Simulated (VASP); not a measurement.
# CsI (P4/mmm) in VASP: notebook, part 2 of 2

VASP 6.6.1. The steps go on from the part before.

**3. Single point, HSE06 (uniaxial z strain -0.9%)**

POSCAR reads:

```
CsI
1.0
    4.6081404514      0.0000000000      0.0000000000
    0.0000000000      4.6081404514      0.0000000000
    0.0000000000      0.0000000000      4.5689712576
Cs I
1 1
Direct
    0.0000000000      0.0000000000      0.0000000000
    0.5000000000      0.5000000000      0.5000000000
```

INCAR.step1 reads:

```
PREC = Accurate
ENCUT = 520
EDIFF = 1E-5
ISMEAR = 0
SIGMA = 0.01
LREAL = F
LASPH = T
NELM = 100
ALGO = Normal
ISIF = 2
LWAVE = T
GGA = PE
NBANDS = 15
```

INCAR.step2 reads:

```
PREC = Accurate
ENCUT = 520
EDIFF = 1E-6
ISMEAR = 0
SIGMA = 0.01
LREAL = F
LASPH = T
NELM = 100
ALGO = Normal
ISIF = 2
LWAVE = F
LCHARG = T
GGA = PE
LHFCALC = T
HFSCREEN = 0.2079
PRECFOCK = Normal
LELF = T
LVHAR = T
ISTART = 1
NBANDS = 15
```

KPOINTS reads:

```
Automatic mesh
0
Gamma
  4 4 4
```

Potentials or basis: VASP PAW PBE potentials, release 64 (Cs_sv, I).

On the command line:

```sh
cat potpaw_PBE.64/Cs_sv/POTCAR potpaw_PBE.64/I/POTCAR > POTCAR
cp INCAR.step1 INCAR
mpirun -np 1 vasp_std > vasp.out
cp INCAR.step2 INCAR
mpirun -np 1 vasp_std > vasp.out
```

OUTCAR:

```text
PREC = Accurate
   ENCUT = 520
   EDIFF = 1E-6
   ISMEAR = 0
   LREAL = F
   LASPH = T
   NELM = 100
   ISIF = 2
   GGA = PE
   LHFCALC = T
   HFSCREEN = 0.2079
   PRECFOCK = Normal
   ISTART = 1

 ion  position               nearest neighbor table
   1  0.000  0.000  0.000-
   2  0.500  0.500  0.500-

  LATTYP: Found a simple tetragonal cell.
 ALAT       =     4.6081404514
 C/A-ratio  =     0.9915000000

  Lattice vectors:

 A1 = (   4.6081404514,   0.0000000000,   0.0000000000)
 A2 = (   0.0000000000,   4.6081404514,   0.0000000000)
 A3 = (   0.0000000000,   0.0000000000,   4.5689712576)

Analysis of symmetry for initial positions (statically):
=====================================================================
 Subroutine PRICEL returns:
 Original cell was already a primitive cell.

 Routine SETGRP: Setting up the symmetry group for a
 simple tetragonal supercell.

 Subroutine GETGRP returns: Found 16 space group operations
 (whereof 16 operations were pure point group operations)
[... 174 lines left out ...]
  band No.  band energies     occupation
      1     -21.8692      2.00000
      2     -11.5255      2.00000
      3      -7.5645      2.00000
      4      -7.5645      2.00000
      5      -7.5542      2.00000
      6      -0.1065      2.00000
      7      -0.1065      2.00000
      8      -0.0667      2.00000
      9       4.8079      0.00000
     10       5.1686      0.00000
     11       5.1933      0.00000
     12       8.8917      0.00000
     13       8.9596      0.00000
     14       8.9596      0.00000
[... 293 lines left out ...]
      2     -11.2268      2.00000
      3      -7.8178      2.00000
      4      -7.7966      2.00000
      5      -7.7966      2.00000
      6      -1.3480      2.00000
      7      -1.3321      2.00000
      8      -1.3321      2.00000
      9       8.1307      0.00000
     10       8.1307      0.00000
     11       8.1744      0.00000
     12       8.9710      0.00000
     13       8.9710      0.00000
     14       9.0399      0.00000
     15      11.0568      0.00000

------------------------ aborting loop because EDIFF is reached ----------------------------------------

  FORCE on cell =-STRESS in cart. coord.  units (eV):
  Direction    XX          YY          ZZ          XY          YZ          ZX
  --------------------------------------------------------------------------------------
  -------------------------------------------------------------------------------------
  Total        0.1528982      0.1528982      0.2492154      0.0000000      0.0000000     -0.0000000
  in kB        2.5248932      2.5248932      4.1154345      0.0000000      0.0000000     -0.0000000
  external PRESSURE =       3.0550736 kB  Pullay stress =       0.0000000 kB

 VOLUME and BASIS-vectors are now :
 -----------------------------------------------------------------------------
  energy-cutoff  :      520.00
  volume of cell :       97.02
      direct lattice vectors                 reciprocal lattice vectors
     4.608140451  0.000000000  0.000000000     0.217007275  0.000000000  0.000000000
     0.000000000  4.608140451  0.000000000     0.000000000  0.217007275  0.000000000
     0.000000000  0.000000000  4.568971258     0.000000000  0.000000000  0.218867650

 POSITION                                       TOTAL-FORCE (eV/Angst)
 -----------------------------------------------------------------------------------
      0.00000      0.00000      0.00000         0.000000      0.000000      0.000000
      2.30407      2.30407      2.28449         0.000000      0.000000      0.000000
 -----------------------------------------------------------------------------------
    total drift:                               -0.000003     -0.000006     -0.000001

  FREE ENERGIE OF THE ION-ELECTRON SYSTEM (eV)
  ---------------------------------------------------
  free  energy   TOTEN  =        -6.3061912104 eV

  energy  without entropy=       -6.3061912104  energy(sigma->0) =       -6.30619121
```

OUTCAR.step1:

```text
PREC = Accurate
   ENCUT = 520
   EDIFF = 1E-5
   ISMEAR = 0
   LREAL = F
   LASPH = T
[... 537 lines left out ...]
 -----------------------------------------------------------------------------------
      0.00000      0.00000      0.00000         0.000000      0.000000      0.000000
      2.30407      2.30407      2.28449         0.000000      0.000000      0.000000
 -----------------------------------------------------------------------------------
    total drift:                               -0.000000      0.000000      0.000000

  FREE ENERGIE OF THE ION-ELECTRON SYSTEM (eV)
  ---------------------------------------------------
  free  energy   TOTEN  =        -5.4320732139 eV

  energy  without entropy=       -5.4320732139  energy(sigma->0) =       -5.43207321
```

OSZICAR.step1:

```text
N       E                     dE             d eps       ncg     rms          rms(c)
DAV:   1     0.862527291658E+02    0.86253E+02   -0.61072E+03   540   0.876E+02
DAV:   2     0.193455075910E+01   -0.84318E+02   -0.75953E+02   763   0.140E+02
DAV:   3    -0.547638852985E+01   -0.74109E+01   -0.73772E+01   722   0.460E+01
DAV:   4    -0.557525041513E+01   -0.98862E-01   -0.98853E-01   687   0.655E+00
DAV:   5    -0.557618103280E+01   -0.93062E-03   -0.93059E-03   736   0.610E-01    0.158E+00
DAV:   6    -0.545345946963E+01    0.12272E+00   -0.96785E-02   652   0.154E+00    0.111E+00
DAV:   7    -0.542820838422E+01    0.25251E-01   -0.10012E-01   659   0.152E+00    0.615E-01
DAV:   8    -0.543227831400E+01   -0.40699E-02   -0.12990E-02   610   0.612E-01    0.121E-01
DAV:   9    -0.543198917316E+01    0.28914E-03   -0.57357E-04   750   0.125E-01    0.530E-02
DAV:  10    -0.543207794073E+01   -0.88768E-04   -0.25842E-04   596   0.880E-02    0.357E-02
DAV:  11    -0.543207321395E+01    0.47268E-05   -0.10588E-05   585   0.162E-02
   1 F= -.54320732E+01 E0= -.54320732E+01  d E =-.218055E-51
```

Run time: 11 min. Hardware: 1 thread of AMD EPYC 9R45 (Zen 5), shared host; peak memory 0.31 GiB.

What came out:

```
Free energy            : -6.3062 eV
Pressure               : 0.3 GPa
Band gap on the k mesh : 4.78 eV (least direct gap 4.87 eV)
```

Caveat: the cell differs from its parent crystal (uniaxial z strain -0.9%); the PAW data sets were made with another functional, which shifts forces and pressure a little; spin-orbit coupling is left out, which moves the levels of the heavy elements. A k mesh can miss the band edges.
